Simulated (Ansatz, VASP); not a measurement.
# One calculation of BP, two programs

INCAR

```
SYSTEM = BP
PREC = Accurate
ENCUT = 520
EDIFF = 1E-6
ISMEAR = 0
SIGMA = 0.05
LREAL = .FALSE.
LASPH = .TRUE.
NELM = 80
ALGO = Normal
ISIF = 2
LWAVE = .FALSE.
LCHARG = .TRUE.
GGA = PE
LELF = .TRUE.
LVHAR = .TRUE.
NBANDS = 11
```

File KPOINTS:

```
regular mesh
0
G
  12 12 12
  0 0 0
```

The input POSCAR:

```
BP
1.0
    0.0000000000      2.3969914441      2.1246157101
    2.1246157101      0.0000000000      2.1246157101
    2.1246157101      2.3969914441      0.0000000000
B P
1 1
Direct
    0.0000000000      0.0000000000      0.0000000000
    0.7500000000      0.7500000000      0.7500000000
```

Input for Ansatz:

```yaml
crystal:
  lattice:
    - [0.0, 2.3969914441, 2.1246157101]
    - [2.1246157101, 0.0, 2.1246157101]
    - [2.1246157101, 2.3969914441, 0.0]
  atoms:
    - { symbol: B, position: [0.0, 0.0, 0.0] }
    - { symbol: P, position: [0.75, 0.75, 0.75] }
basis:
  ecutwfc: 520.0
kpoints:
  mp_grid: { grid: [12, 12, 12] }
hamiltonian:
  xc: pbe
scf:
  occupations: { method: gaussian, width: 0.05 }
output:
  forces: true
  stress: true
  eigenvalues: true
```

Alike in both runs: task single point; functional PBE; k mesh 12 × 12 × 12; occupations gaussian, width 0.05 eV; no spin polarisation.

|  | VASP | Ansatz |
| --- | --- | --- |
| version | VASP 6.6.1 | Ansatz 0.2.0 |
| potentials or method | VASP PAW PBE potentials, release 64 (B, P), cutoff 520 eV | scalar-relativistic, plane waves, PAW |
| valence electrons in the cell | 8 | 8 |

|  | VASP | Ansatz | Ansatz less VASP |
| --- | --- | --- | --- |
| gap on the k mesh at the Fermi level (eV) | 0.18 | 0.18 | +0.006 |
| least direct gap on the mesh (eV) | 2.92 | 2.93 | +0.006 |
| pressure (GPa) | 15.2 | 15.5 | +0.31 |
| traceless stress, the component that is largest in VASP (GPa) | -26.70 | -26.66 | +0.041 |
